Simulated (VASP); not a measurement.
# As (Cmce) in VASP: single point with PBE

Aim: the single point of As with PBE.

Everything below comes from runs of VASP 6.6.1. Logs are shortened: lines on timing, memory, paths and dates and some standing lists are left out, and cuts for length are marked.

## 1. The cell of the first run

It takes space group Cmce (No. 64, orthorhombic). Conventional cell: a = 3.699 Å, b = 11.438 Å, c = 4.692 Å, α = 90.00°, β = 90.00°, γ = 90.00°. As (site symmetry m) has 3 As at 2.50 to 2.51 Å within 3.3 Å.

## 2. Single point, PBE

Input file INCAR:

```
PREC = Accurate
ENCUT = 520
EDIFF = 1E-6
ISMEAR = 0
SIGMA = 0.1
LREAL = False
LASPH = True
NELM = 60
ALGO = Normal
ISIF = 2
LWAVE = False
LCHARG = False
GGA = PE
NBANDS = 18
```

Input file KPOINTS:

```
Automatic mesh
0
Gamma
  12 12 10
```

Input file POSCAR:

```
As
1.0
    1.8495650817     -5.7190732264      0.0000000000
    1.8495650817      5.7190732264      0.0000000000
    0.0000000000      0.0000000000      4.6915081222
As
4
Direct
    0.1055885749      0.8944114251      0.0694359236
    0.6055885749      0.3944114251      0.4305640764
    0.8944114251      0.1055885749      0.9305640764
    0.3944114251      0.6055885749      0.5694359236
```

Potentials or basis: VASP PAW PBE potentials, release 64 (As).

Launch:

```bash
> cat potpaw_PBE.64/As/POTCAR > POTCAR
> mpirun -np 1 vasp_std > vasp.out
```

OUTCAR:

```text
PREC = Accurate
   ENCUT = 520
   EDIFF = 1E-6
   ISMEAR = 0
   LREAL = False
   LASPH = True
   NELM = 60
   ISIF = 2
   GGA = PE

 ion  position               nearest neighbor table
   1  0.106  0.894  0.069-   3 2.50   2 2.51   2 2.51
   2  0.606  0.394  0.431-   4 2.50   1 2.51   1 2.51
   3  0.894  0.106  0.931-   1 2.50   4 2.51   4 2.51
   4  0.394  0.606  0.569-   2 2.50   3 2.51   3 2.51

  LATTYP: Found a base centered orthorhombic cell.
 ALAT       =     3.6991301634
 B/A-ratio  =     3.0921178622
 C/A-ratio  =     1.2682733278

  Lattice vectors:

 A1 = (   1.8495650817,  -5.7190732264,   0.0000000000)
 A2 = (   1.8495650817,   5.7190732264,   0.0000000000)
 A3 = (   0.0000000000,   0.0000000000,   4.6915081222)

Analysis of symmetry for initial positions (statically):
=====================================================================
 Subroutine PRICEL returns:
 Original cell was already a primitive cell.

 Routine SETGRP: Setting up the symmetry group for a
 base centered orthorhombic supercell.

 Subroutine GETGRP returns: Found  8 space group operations
 (whereof  4 operations were pure point group operations)
 out of a pool of  8 trial point group operations.

The static configuration has the point symmetry C_2h.
 The point group associated with its full space group is D_2h.

Analysis of symmetry for dynamics (positions and initial velocities):
=====================================================================
 Subroutine PRICEL returns:
 Original cell was already a primitive cell.

 Routine SETGRP: Setting up the symmetry group for a
 base centered orthorhombic supercell.

 Subroutine GETGRP returns: Found  8 space group operations
 (whereof  4 operations were pure point group operations)
 out of a pool of  8 trial point group operations.

The dynamic configuration has the point symmetry C_2h.
 The point group associated with its full space group is D_2h.

 Subroutine INISYM returns: Found  8 space group operations
 (whereof  4 operations are pure point group operations),
 and found     1 'primitive' translations

----------------------------------------------------------------------------------------

                                     Primitive cell

  volume of cell :      99.2517

  direct lattice vectors                    reciprocal lattice vectors
     1.849565082 -5.719073226  0.000000000     0.270333823 -0.087426753  0.000000000
     1.849565082  5.719073226  0.000000000     0.270333823  0.087426753  0.000000000
     0.000000000  0.000000000  4.691508122     0.000000000  0.000000000  0.213151075

  length of vectors
     6.010714563  6.010714563  4.691508122     0.284119364  0.284119364  0.213151075

  position of ions in fractional coordinates (direct lattice)
     0.105588575  0.894411425  0.069435924
     0.605588575  0.394411425  0.430564076
     0.894411425  0.105588575  0.930564076
     0.394411425  0.605588575  0.569435924

  ion indices of the primitive-cell ions
   primitive index   ion index
                 1           1
                 2           2
                 3           3
                 4           4

----------------------------------------------------------------------------------------

 KPOINTS: Automatic mesh

Automatic generation of k-mesh.
 Grid dimensions read from file:
 generate k-points for:   12   12   10

 Generating k-lattice:

  Cartesian coordinates                     Fractional coordinates (reciprocal lattice)
     0.022527819 -0.007285563  0.000000000     0.083333333  0.000000000  0.000000000
     0.022527819  0.007285563  0.000000000     0.000000000  0.083333333  0.000000000
     0.000000000  0.000000000  0.021315108     0.000000000  0.000000000  0.100000000

  Length of vectors
     0.023676614  0.023676614  0.021315108

  Shift w.r.t. Gamma in fractional coordinates (k-lattice)
     0.000000000  0.000000000  0.000000000

 Subroutine IBZKPT returns following result:
 ===========================================

 Found    258 irreducible k-points:

 Following reciprocal coordinates:
            Coordinates               Weight
  0.000000  0.000000  0.000000      1.000000
  0.083333  0.000000  0.000000      4.000000
  0.166667 -0.000000  0.000000      4.000000
  0.250000 -0.000000  0.000000      4.000000
  0.333333  0.000000  0.000000      4.000000
  0.416667 -0.000000  0.000000      4.000000
[... 16 lines left out ...]
  0.500000  0.166667  0.000000      4.000000
 -0.416667  0.166667  0.000000      4.000000
 [... further k-points ...]
   k-points           NKPTS =    258   k-points in BZ     NKDIM =    258   number of bands    NBANDS=     18
   number of dos      NEDOS =    301   number of ions     NIONS =      4
   total plane-waves  NPLWV =  82944
   dimension x,y,z NGX =    48 NGY =   48 NGZ =   36
   dimension x,y,z NGXF=    96 NGYF=   96 NGZF=   72
   ions per type =               4
   NGX,Y,Z   is equivalent  to a cutoff of  13.28, 13.28, 12.76 a.u.
   NGXF,Y,Z  is equivalent  to a cutoff of  26.55, 26.55, 25.51 a.u.
 SYSTEM =  unknown system
   PREC   = accura    normal or accurate (medium, high low for compatibility)
   ISTART =      0    job   : 0-new  1-cont  2-samecut
   ICHARG =      2    charge: 1-file 2-atom 10-const
   ISPIN  =      1    spin polarized calculation?
   LNONCOLLINEAR =      F non collinear calculations
   LSORBIT =      F    spin-orbit coupling
   LASPH  =      T    aspherical Exc in radial PAW
   ENCUT  =  520.0 eV  38.22 Ry    6.18 a.u.  11.18 11.18  8.72*2*pi/ulx,y,z
   NELM   =     60;   NELMIN=  2; NELMDL= -5     # of ELM steps
   EDIFF  = 0.1E-05   stopping-criterion for ELM
   LREAL  =      F    real-space projection
   EDIFFG = 0.1E-04   stopping-criterion for IOM
   NSW    =      0    number of steps for IOM
   IBRION =     -1    ionic relax: 0-MD 1-quasi-New 2-CG
   NFREE  =      0    steps in history (QN), initial steepest desc. (CG)
   ISIF   =      2    stress and relaxation
   ISYM   =      2    0-nonsym 1-usesym 2-fastsym
   POTIM  = 0.5000    time-step for ionic-motion
   TEBEG  =    0.0;   TEEND  =   0.0 temperature during run
   PSTRESS=    0.0 pullay stress
   NELECT =      20.0000    total number of electrons
   NUPDOWN=      -1.0000    fix difference up-down
   EMIN   =  10.00;   EMAX   =-10.00  energy-range for DOS
   EFERMI =   0.00;   METHOD = LEGACY
   ISMEAR =     0;   SIGMA  =   0.10  broadening in eV -4-tet -1-fermi 0-gaus
   EFERMI_NEDOS =   21; number of points for ismear=-14 and -15
   IALGO  =     38    algorithm
   IMIX   =      4    mixing-type and parameters
     AMIX     =   0.40;   BMIX     =  1.00
     AMIX_MAG =   1.60;   BMIX_MAG =  1.00
  volume/ion in A,a.u.               =      24.81       167.45
  Fermi-wavevector in a.u.,A,eV,Ry     =   0.959781  1.813724 12.533415  0.921180
  Thomas-Fermi vector in A             =   2.089008
   LORBIT       =      0    0 simple, 1 ext, 2 COOP (PROOUT), +10 PAW based schemes
   GGA     = PE    functional components
   LHFCALC =     F    Hartree Fock is set to
   AEXX    =    0.0000 exact exchange contribution
   IVDW    =     0    specifies the selected vdW correction
   LEPSILON=     F    determine dielectric tensor
   LRPA    =     F    only Hartree local field effects (RPA)
 non-spin polarized calculation
 Gauss-broadening in eV      SIGMA  =   0.10
  energy-cutoff  :      520.00
  volume of cell :       99.25
 maximum number of plane-waves:      2694
 NGX is ok and might be reduce to    48
   NGX = 23   NGY = 23   NGZ = 17

 number of electron      19.9999997 magnetization

 Free energy of the ion-electron system (eV)
  ---------------------------------------------------
  ext. energy  EPLUGINS =         0.00000000
  ---------------------------------------------------
  free energy    TOTEN  =       -18.61212604 eV

  energy without entropy =      -18.61185591  energy(sigma->0) =      -18.61199098

 E-fermi :   3.9387     XC(G=0):  -9.2466

 val. band max:        3.9301150646   @ k =   0.5000   0.5000   0.0000
 cond. band min:       4.0264048132   @ k =   0.5000   0.4167   0.0000
 fundamental gap:      0.0962897486
 Fermi energy:         3.9386513011

 k-point     1 :       0.0000    0.0000    0.0000
  band No.  band energies     occupation
      1     -10.4657      2.00000
      2      -8.0519      2.00000
      3      -5.6037      2.00000
      4      -2.3875      2.00000
      5      -1.6244      2.00000
      6       0.0243      2.00000
[... 10 lines left out ...]
     17      11.1926      0.00000
     18      11.2890      0.00000

 k-point     2 :       0.0833    0.0000    0.0000
  band No.  band energies     occupation
      1     -10.3970      2.00000
      2      -7.9913      2.00000
      3      -5.6686      2.00000
      4      -2.5388      2.00000
      5      -1.5507      2.00000
      6       0.0870      2.00000
[... 10 lines left out ...]
     17      10.5634      0.00000
     18      11.1129      0.00000

 k-point     3 :       0.1667   -0.0000    0.0000
  band No.  band energies     occupation
      1     -10.1924      2.00000
      2      -7.8097      2.00000
      3      -5.8811      2.00000
      4      -2.9799      2.00000
      5      -1.3331      2.00000
      6       0.1763      2.00000
[... 10 lines left out ...]
     17       9.6932      0.00000
     18      10.9485      0.00000

 k-point     4 :       0.2500   -0.0000    0.0000
  band No.  band energies     occupation
      1      -9.8564      2.00000
      2      -7.5080      2.00000
      3      -6.2716      2.00000
      4      -3.6433      2.00000
      5      -0.9845      2.00000
      6      -0.1830      2.00000
[... 375 lines left out ...]
      4      -5.0222      2.00000
      5      -0.1882      2.00000
      6       0.2383      2.00000
[... 10 lines left out ...]
     17      11.0995      0.00000
     18      11.4521      0.00000

 k-point    23 :       0.5000    0.1667    0.0000
  band No.  band energies     occupation
      1      -9.2992      2.00000
      2      -7.3150      2.00000
      3      -6.8725      2.00000
      4      -4.2867      2.00000
      5      -0.2999      2.00000
      6      -0.1145      2.00000
[... 10 lines left out ...]
     17      11.0454      0.00000
     18      11.1112      0.00000

 k-point    24 :      -0.4167    0.1667    0.0000
  band No.  band energies     occupation
      1      -9.7609      2.00000
      2      -7.7309      2.00000
      3      -6.2815      2.00000
      4      -3.5984      2.00000
      5      -0.5817      2.00000
      6      -0.2167      2.00000
[... 10 lines left out ...]
     17       9.9280      0.00000
     18      10.5245      0.00000

 [... further k-points ...]

------------------------ aborting loop because EDIFF is reached ----------------------------------------

  FORCE on cell =-STRESS in cart. coord.  units (eV):
  Direction    XX          YY          ZZ          XY          YZ          ZX
  --------------------------------------------------------------------------------------
  -------------------------------------------------------------------------------------
  Total        0.1615170      0.2007036      0.1725657      0.0000000     -0.0000000      0.0000000
  in kB        2.6073000      3.2398735      2.7856557      0.0000000     -0.0000000      0.0000000
  external PRESSURE =       2.8776097 kB  Pullay stress =       0.0000000 kB

 VOLUME and BASIS-vectors are now :
 -----------------------------------------------------------------------------
  energy-cutoff  :      520.00
  volume of cell :       99.25
      direct lattice vectors                 reciprocal lattice vectors
     1.849565082 -5.719073226  0.000000000     0.270333823 -0.087426753  0.000000000
     1.849565082  5.719073226  0.000000000     0.270333823  0.087426753  0.000000000
     0.000000000  0.000000000  4.691508122     0.000000000  0.000000000  0.213151075

 POSITION                                       TOTAL-FORCE (eV/Angst)
 -----------------------------------------------------------------------------------
      1.84957      4.51134      0.32576         0.000000     -0.041237     -0.038476
      1.84957     -1.20774      2.01999         0.000000     -0.041237      0.038476
      1.84957     -4.51134      4.36575         0.000000      0.041237      0.038476
      1.84957      1.20774      2.67151         0.000000      0.041237     -0.038476
 -----------------------------------------------------------------------------------
    total drift:                               -0.000000     -0.000000      0.000000

  FREE ENERGIE OF THE ION-ELECTRON SYSTEM (eV)
  ---------------------------------------------------
  free  energy   TOTEN  =       -18.6121260440 eV

  energy  without entropy=      -18.6118559122  energy(sigma->0) =      -18.61199098
```

It took 5 min on 1 thread of Intel Xeon Platinum 8375C at 2.90GHz (Ice Lake), shared host; peak memory 0.52 GiB.

What came out:

* Free energy: -18.6121 eV
* Pressure: 0.3 GPa
* Largest force: 0.056 eV/Å

Forces on the atoms (eV/Å):
```
As   0.000 -0.041 -0.038
As   0.000 -0.041  0.038
As   0.000  0.041  0.038
As   0.000  0.041 -0.038
```
